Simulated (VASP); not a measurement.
# H3C5 in VASP: a series of runs

Runs on H3C5. Level: PBE. Tasks: single point.

All numbers are computed with VASP 6.6.1; they aren't measurements. Logs are shortened: lines on timing, memory, paths and dates and some standing lists are left out, and cuts for length are marked.

## Step 1: The cell of the first run

The cell holds a slab with vacuum, 32 atoms: a = 5.049 Å, b = 5.049 Å, c = 17.136 Å, α = 90.00°, β = 90.00°, γ = 90.00°.

## Step 2: Single point, PBE

Input file INCAR:

```
  ALGO = Normal
  EDIFF = 1E-6
  ENCUT = 520
  GGA = PE
  ISIF = 2
  ISMEAR = 0
  LASPH = T
  LCHARG = T
  LELF = T
  LREAL = Auto
  LVHAR = T
  LWAVE = F
  NBANDS = 68
  NELM = 100
  PREC = Accurate
  SIGMA = 0.05
```

Input file KPOINTS:

```
k-points
0
Gamma
  2 2 1
```

Input file POSCAR:

```
H3C5
1.0
    5.0487420000      0.0000000000      0.0000000000
    0.0000000000      5.0487420000      0.0000000000
    0.0000000000      0.0000000000     17.1355610000
H C
12 20
Direct
    0.4277869616      0.0000000000      0.0583581711
    0.0722132365      0.0000000000      0.0583581711
    0.9277869616      0.0000000000      0.0583581711
    0.5722132365      0.0000000000      0.0583581711
    0.4277869616      0.5000000000      0.0583581711
    0.0722132365      0.5000000000      0.0583581711
    0.9277869616      0.5000000000      0.0583581711
    0.5722132365      0.5000000000      0.0583581711
    0.7500333747      0.0056829998      0.3606852440
    0.2498061893      0.5202656424      0.3683587015
    0.7500018817      0.4957644895      0.3605046838
    1.2493347848      0.8341622527      0.4263009539
    0.2500000990      0.0000000000      0.0953981022
    0.7500000990      0.0000000000      0.0953981022
    0.2500000990      0.5000000000      0.0953981022
    0.7500000990      0.5000000000      0.0953981022
    0.2500000990      0.2500000990      0.1474827699
    0.7500000990      0.2500000990      0.1474827699
    0.2500000990      0.7500000990      0.1474827699
    0.7500000990      0.7500000990      0.1474827699
    0.0018909661      0.2524943837      0.1968104808
    0.4980838791      0.2524955722      0.1968157331
    0.0006255024      0.7498293634      0.2045807546
    0.4993517197      0.7498307499      0.2045842561
    0.0007857403      0.0143033651      0.2547671477
    0.4991750420      0.0143023747      0.2547726917
    0.0005446901      0.4845947763      0.2545978506
    0.4994145076      0.4846007184      0.2546060208
    0.2499608813      0.0921586011      0.2985585357
    0.7499822728      0.0896797658      0.3016296344
    0.2499561277      0.4171017255      0.3055358386
    0.7499832632      0.4128529444      0.3013440295
```

Potentials or basis: VASP PAW PBE potentials, release 64 (H, C).

Command:

```console
cat potpaw_PBE.64/H/POTCAR potpaw_PBE.64/C/POTCAR > POTCAR
mpirun -np 1 vasp_std > vasp.out
```

OUTCAR:

```text
EDIFF = 1E-6
   ENCUT = 520
   GGA = PE
   ISIF = 2
   ISMEAR = 0
   LASPH = T
   LREAL = Auto
   NELM = 100
   PREC = Accurate

 ion  position               nearest neighbor table
   1  0.428  0.000  0.058-   4 0.73  13 1.10
   2  0.072  0.000  0.058-   3 0.73  13 1.10
   3  0.928  0.000  0.058-   2 0.73  14 1.10
   4  0.572  0.000  0.058-   1 0.73  14 1.10
   5  0.428  0.500  0.058-   8 0.73  15 1.10
   6  0.072  0.500  0.058-   7 0.73  15 1.10
   7  0.928  0.500  0.058-   6 0.73  16 1.10
   8  0.572  0.500  0.058-   5 0.73  16 1.10
   9  0.750  0.006  0.361-  30 1.10
  10  0.250  0.520  0.368-  31 1.20
  11  0.750  0.496  0.361-  32 1.10
  12  0.249  0.834  0.426-
  13  0.250  0.000  0.095-   2 1.10   1 1.10  19 1.55  17 1.55
  14  0.750  0.000  0.095-   4 1.10   3 1.10  20 1.55  18 1.55
  15  0.250  0.500  0.095-   6 1.10   5 1.10  17 1.55  19 1.55
  16  0.750  0.500  0.095-   8 1.10   7 1.10  18 1.55  20 1.55
  17  0.250  0.250  0.147-  22 1.51  21 1.51  15 1.55  13 1.55
  18  0.750  0.250  0.147-  21 1.53  22 1.53  16 1.55  14 1.55
[... 8 lines left out ...]
  27  0.001  0.485  0.255-  21 1.53  32 1.54  31 1.57  23 1.59
  28  0.499  0.485  0.255-  22 1.53  32 1.54  31 1.57  24 1.59
  29  0.250  0.092  0.299-  25 1.52  26 1.52  31 1.64
  30  0.750  0.090  0.302-   9 1.10  26 1.55  25 1.55  32 1.63
  31  0.250  0.417  0.306-  10 1.20  27 1.57  28 1.57  29 1.64
  32  0.750  0.413  0.301-  11 1.10  28 1.54  27 1.54  30 1.63

  LATTYP: Found a simple tetragonal cell.
 ALAT       =     5.0487420000
 C/A-ratio  =     3.3940258781

  Lattice vectors:

 A1 = (   5.0487420000,   0.0000000000,   0.0000000000)
 A2 = (   0.0000000000,   5.0487420000,   0.0000000000)
 A3 = (   0.0000000000,   0.0000000000,  17.1355610000)

Analysis of symmetry for initial positions (statically):
=====================================================================
 Subroutine PRICEL returns:
 Original cell was already a primitive cell.

 Routine SETGRP: Setting up the symmetry group for a
 simple tetragonal supercell.

 Subroutine GETGRP returns: Found  1 space group operations
 (whereof  1 operations were pure point group operations)
 out of a pool of 16 trial point group operations.

The static configuration has the point symmetry C_1 .

Analysis of symmetry for dynamics (positions and initial velocities):
=====================================================================
 Subroutine PRICEL returns:
 Original cell was already a primitive cell.

 Routine SETGRP: Setting up the symmetry group for a
 simple tetragonal supercell.

 Subroutine GETGRP returns: Found  1 space group operations
[... 149 lines left out ...]
   ISYM   =      2    0-nonsym 1-usesym 2-fastsym
   POTIM  = 0.5000    time-step for ionic-motion
   TEBEG  =    0.0;   TEEND  =   0.0 temperature during run
   PSTRESS=    0.0 pullay stress
   NELECT =      92.0000    total number of electrons
   NUPDOWN=      -1.0000    fix difference up-down
   EMIN   =  10.00;   EMAX   =-10.00  energy-range for DOS
   EFERMI =   0.00;   METHOD = LEGACY
   ISMEAR =     0;   SIGMA  =   0.05  broadening in eV -4-tet -1-fermi 0-gaus
   EFERMI_NEDOS =   21; number of points for ismear=-14 and -15
   IALGO  =     38    algorithm
   IMIX   =      4    mixing-type and parameters
     AMIX     =   0.40;   BMIX     =  1.00
     AMIX_MAG =   1.60;   BMIX_MAG =  1.00
  volume/ion in A,a.u.               =      13.65        92.11
  Fermi-wavevector in a.u.,A,eV,Ry     =   0.974053  1.840693 12.908923  0.948779
  Thomas-Fermi vector in A             =   2.104482
   LORBIT       =      0    0 simple, 1 ext, 2 COOP (PROOUT), +10 PAW based schemes
   GGA     = PE    functional components
   LHFCALC =     F    Hartree Fock is set to
   AEXX    =    0.0000 exact exchange contribution
   IVDW    =     0    specifies the selected vdW correction
   LEPSILON=     F    determine dielectric tensor
   LRPA    =     F    only Hartree local field effects (RPA)
 non-spin polarized calculation
 Gauss-broadening in eV      SIGMA  =   0.05
  energy-cutoff  :      520.00
  volume of cell :      436.78
 maximum number of plane-waves:     11780
 NGX is ok and might be reduce to    40
   NGX = 19   NGY = 19   NGZ = 63

 number of electron      92.0000006 magnetization

 Free energy of the ion-electron system (eV)
  ---------------------------------------------------
  ext. energy  EPLUGINS =         0.00000000
  ---------------------------------------------------
  free energy    TOTEN  =      -205.86886701 eV

  energy without entropy =     -205.86762442  energy(sigma->0) =     -205.86824571

 E-fermi :   0.3815     XC(G=0):  -5.3229

 val. band max:        0.3031430907   @ k =   0.0000   0.5000   0.0000
 cond. band min:       0.4595351422   @ k =   0.0000   0.0000   0.0000
 fundamental gap:      0.1563920515
 Fermi energy:         0.3814924019

 k-point     1 :       0.0000    0.0000    0.0000
  band No.  band energies     occupation
      1     -20.7390      2.00000
      2     -18.5871      2.00000
      3     -16.5157      2.00000
      4     -16.2466      2.00000
      5     -16.1946      2.00000
      6     -16.1530      2.00000
[... 233 lines left out ...]
     57       6.3404      0.00000
     58       6.5359      0.00000
 [bands above 58 left out]

------------------------ aborting loop because EDIFF is reached ----------------------------------------

  FORCE on cell =-STRESS in cart. coord.  units (eV):
  Direction    XX          YY          ZZ          XY          YZ          ZX
  --------------------------------------------------------------------------------------
  -------------------------------------------------------------------------------------
  Total       70.2703659     -8.4614090    -17.2661404     -0.0013873      0.5164788      0.0236831
  in kB      257.7615376    -31.0376326    -63.3346198     -0.0050889      1.8945164      0.0868728
  external PRESSURE =      54.4630951 kB  Pullay stress =       0.0000000 kB

 VOLUME and BASIS-vectors are now :
 -----------------------------------------------------------------------------
  energy-cutoff  :      520.00
  volume of cell :      436.78
      direct lattice vectors                 reciprocal lattice vectors
     5.048742000  0.000000000  0.000000000     0.198069143  0.000000000  0.000000000
     0.000000000  5.048742000  0.000000000     0.000000000  0.198069143  0.000000000
     0.000000000  0.000000000 17.135561000     0.000000000  0.000000000  0.058358171

 POSITION                                       TOTAL-FORCE (eV/Angst)
 -----------------------------------------------------------------------------------
      2.15979      0.00000      1.00000        -8.963149     -0.035750      0.064707
      0.36459      0.00000      1.00000         8.963238     -0.035707      0.064728
      4.68416      0.00000      1.00000        -8.941731     -0.032455      0.070798
      2.88896      0.00000      1.00000         8.941837     -0.032517      0.070694
      2.15979      2.52437      1.00000        -8.953944      0.034952      0.064689
      0.36459      2.52437      1.00000         8.954036      0.034961      0.064687
[... 24 lines left out ...]
      1.26196      2.10584      5.23553        -0.000031      0.251807      0.371090
      3.78647      2.08439      5.16370        -0.000236      0.019221      0.007945
 -----------------------------------------------------------------------------------
    total drift:                               -0.000393     -0.001173     -0.018165

  FREE ENERGIE OF THE ION-ELECTRON SYSTEM (eV)
  ---------------------------------------------------
  free  energy   TOTEN  =      -205.8688670052 eV

  energy  without entropy=     -205.8676244217  energy(sigma->0) =     -205.86824571
```

OSZICAR:

```text
N       E                     dE             d eps       ncg     rms          rms(c)
DAV:   1     0.620750722324E+03    0.62075E+03   -0.40603E+04   544   0.114E+03
DAV:   2    -0.136329895175E+03   -0.75708E+03   -0.71234E+03   744   0.276E+02
DAV:   3    -0.216877085883E+03   -0.80547E+02   -0.79704E+02   696   0.888E+01
[... 19 lines left out ...]
DAV:  23    -0.205868854288E+03   -0.25274E-04   -0.14857E-06   448   0.368E-03    0.151E-03
DAV:  24    -0.205868860569E+03   -0.62810E-05   -0.28222E-07   512   0.170E-03    0.119E-03
DAV:  25    -0.205868865559E+03   -0.49898E-05   -0.35687E-07   440   0.149E-03    0.715E-04
DAV:  26    -0.205868866601E+03   -0.10422E-05   -0.11331E-07   464   0.140E-03    0.266E-04
DAV:  27    -0.205868867005E+03   -0.40446E-06   -0.69951E-08   448   0.977E-04
   1 F= -.20586887E+03 E0= -.20586825E+03  d E =-.124258E-02
```

It took 6.5 min on 1 thread of AMD EPYC 7R43 (Zen 3), shared host; peak memory 0.44 GiB.

What came out:

```
Free energy            : -205.8689 eV
Largest force          : 8.964 eV/Å
Band gap on the k mesh : 0.16 eV, indirect (least direct gap 0.20 eV)
```

Forces on the atoms (eV/Å):
```
H   -8.963 -0.036  0.065
H    8.963 -0.036  0.065
H   -8.942 -0.032  0.071
H    8.942 -0.033  0.071
H   -8.954  0.035  0.065
H    8.954  0.035  0.065
H   -8.928  0.027  0.062
H    8.928  0.027  0.062
H    0.000 -0.004  0.014
H    0.004 -1.090 -2.019
H    0.000  0.013  0.011
H    0.003  0.920 -1.321
C    0.000 -0.150  1.067
C   -0.001 -0.114  1.138
C    0.000  0.177  1.044
C   -0.001  0.144  1.143
C   -0.001  0.039 -2.312
C   -0.002 -0.075 -1.985
C   -0.001  0.011  0.908
C   -0.001  0.048  1.001
C    0.046  0.012  0.036
C   -0.046  0.012  0.036
C    0.003 -0.001 -0.003
C   -0.003 -0.001 -0.003
C    0.018 -0.047  0.026
C   -0.018 -0.048  0.026
C    0.028  0.042  0.023
C   -0.029  0.042  0.023
C    0.000 -0.189  0.231
C    0.000  0.000  0.010
C    0.000  0.252  0.371
C    0.000  0.019  0.008
```

Caveat: the k points lie up to 0.62 Å⁻¹ apart.

## Step 3: Single point, PBE

Input file INCAR:

```
PREC = Accurate
ENCUT = 520
EDIFF = 1E-7
ISMEAR = 0
SIGMA = 0.05
LREAL = Auto
LASPH = T
NELM = 100
ALGO = Normal
ISIF = 2
LWAVE = F
LCHARG = F
GGA = PE
NBANDS = 68
```

Input file KPOINTS:

```
Automatic mesh
0
Gamma
  1 1 1
```

Input file POSCAR:

```
H3C5
1.0
    5.0487420000      0.0000000000      0.0000000000
    0.0000000000      5.0487420000      0.0000000000
    0.0000000000      0.0000000000     17.1355610000
H C
12 20
Direct
    0.4277867635      0.0000000000      0.0583581711
    0.0722132365      0.0000000000      0.0583581711
    0.9277867635      0.0000000000      0.0583581711
    0.5722132365      0.0000000000      0.0583581711
    0.4277867635      0.5000000000      0.0583581711
    0.0722132365      0.5000000000      0.0583581711
    0.9277867635      0.5000000000      0.0583581711
    0.5722132365      0.5000000000      0.0583581711
    0.7502219365      0.0123173258      0.3594290260
    0.2562885962      0.6386749412      0.3569734309
    0.7484654593      0.4887294696      0.3592884995
    1.2399179835      0.3280050753      0.3544954262
    0.2500000990      0.0000000000      0.0953981022
    0.7500000990      0.0000000000      0.0953981022
    0.2500000990      0.5000000000      0.0953981022
    0.7500000990      0.5000000000      0.0953981022
    0.2500000990      0.2500000990      0.1474827699
    0.7500000990      0.2500000990      0.1474827699
    0.2500000990      0.7500000990      0.1474827699
    0.7500000990      0.7500000990      0.1474827699
    0.0064158557      0.2523836631      0.1967898221
    0.4937608220      0.2517213199      0.1966750899
   -0.0033247886      0.7504782379      0.2012117374
    0.5026792813      0.7496970532      0.2014859624
    0.0042000562      0.0105063796      0.2526389419
    0.4954452020      0.0103810018      0.2527514565
   -0.0002319390      0.4936663430      0.2530211296
    0.4992400087      0.4919667117      0.2529803956
    0.2497400343      0.0106192790      0.3018719375
    0.7499676157      0.0834447472      0.2990750638
    0.2490541208      0.4924539618      0.3043780125
    0.7496685313      0.4163324250      0.2988499180
```

Potentials or basis: VASP PAW PBE potentials, release 64 (H, C).

Command:

```console
cat potpaw_PBE.64/H/POTCAR potpaw_PBE.64/C/POTCAR > POTCAR
mpirun -np 1 vasp_gam > vasp.out
```

It took 1.9 min on 1 thread of Intel Xeon Platinum 8488C (Sapphire Rapids), shared host; peak memory 0.44 GiB.

It converged, with:

```
Free energy            : -198.2207 eV
Largest force          : 9.791 eV/Å
Band gap on the k mesh : 1.89 eV
```

Forces on the atoms (eV/Å):
```
H   -9.789 -0.058  0.110
H    9.791 -0.069  0.109
H   -9.773  0.005  0.119
H    9.775  0.016  0.117
H   -9.785  0.071  0.082
H    9.786  0.068  0.084
H   -9.755  0.014  0.081
H    9.755  0.007  0.079
H    0.000  0.012  0.002
H   -0.128  0.459 -1.338
H    0.018 -0.028 -0.002
H    0.202 -0.806 -1.448
C   -0.002 -0.276  1.340
C   -0.009  0.098  1.429
C    0.005  0.280  1.280
C   -0.007 -0.094  1.364
C    0.006  0.215 -2.411
C    0.010  0.166 -1.579
C   -0.040 -0.118 -0.185
C   -0.048  0.129 -0.147
C    0.038  0.037  0.075
C   -0.080  0.032  0.091
C    0.009 -0.051 -0.024
C    0.020 -0.032 -0.063
C    0.064 -0.027  0.086
C   -0.046 -0.055  0.074
C   -0.042  0.075 -0.020
C    0.033  0.073  0.011
C   -0.024 -0.601  0.281
C    0.001 -0.018  0.029
C    0.056  0.423  0.383
C   -0.040  0.054 -0.008
```

Levels at points of the mesh, in eV from the valence-band top:
```
           k point  band 43  band 44  band 45  band 46  band 47  band 48  band 49  band 50
(0.00, 0.00, 0.00)    -2.32    -0.61    -0.52     0.00     1.89     2.30     2.98     3.87
```

Caveat: the k points lie up to 1.24 Å⁻¹ apart.

(Continued in part 2 of 2.)
